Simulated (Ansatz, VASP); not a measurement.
# One calculation of Cr, two programs

The input INCAR:

```
ALGO = Normal ; EDIFF = 1E-6
ENCUT = 500 ; GGA = CA
GGA_COMPAT = F ; ISIF = 2
ISMEAR = 1 ; LASPH = T
LCHARG = T ; LELF = T
LREAL = F ; LVHAR = T
LWAVE = F ; NBANDS = 12
NELM = 120 ; PREC = Accurate
SIGMA = 1.0
```

The input KPOINTS:

```
k-points
0
Gamma
  16 16 16
```

The input POSCAR:

```
Cr
1.0
   -1.3942485114      1.3942485114      1.3942485114
    1.3942485114     -1.3942485114      1.3942485114
    1.3942485114      1.3942485114     -1.3942485114
Cr
1
Direct
    0.0000000000      0.0000000000      0.0000000000
```

Input for Ansatz:

```yaml
crystal:
  lattice:
    - [-1.3942485114, 1.3942485114, 1.3942485114]
    - [1.3942485114, -1.3942485114, 1.3942485114]
    - [1.3942485114, 1.3942485114, -1.3942485114]
  atoms:
    - { symbol: Cr, position: [0.0, 0.0, 0.0] }
hamiltonian:
  xc: lda
  pseudopotentials:
    kind: paw
    azcp:
      Cr: "pseudopotentials/Cr.paw.azcp"
basis:
  ecutwfc: 420
  fft_grid_basis: typed
kpoints:
  mp_grid: { grid: [16, 16, 16], shift: [0, 0, 0] }
magnetization:
  spin_polarized: false
scf:
  occupations: { method: cold, width: 1.0 }
  lower_state_search: "off"
output:
  stress: true
```

Alike in both runs: task single point; functional LDA; k mesh 16 × 16 × 16; no spin polarisation.

|  | VASP | Ansatz |
| --- | --- | --- |
| version | VASP 6.6.1 | Ansatz 0.2.0 |
| potentials or method | VASP PAW LDA potentials, release 64 (Cr_pv), cutoff 500 eV | plane waves (420 eV) with PAW, scalar-relativistic |
| occupations | methfessel-paxton of order 1, width 1 eV | cold, width 1 eV |
| valence electrons in the cell | 12 | 14 |

Ansatz gave:

* pressure (GPa): -3.0

Question: What did VASP give for the same quantities?

Answer: Pressure (GPa): -2.2.

Ansatz warns that its potentials were made for another functional, while VASP's fit it. LDA's correlation is that of Perdew and Zunger in VASP and of Perdew and Wang (1992) in Ansatz. VASP's potentials hold 12 valence electrons a cell and Ansatz's 14, so a difference there can come from the potentials and not from the codes.
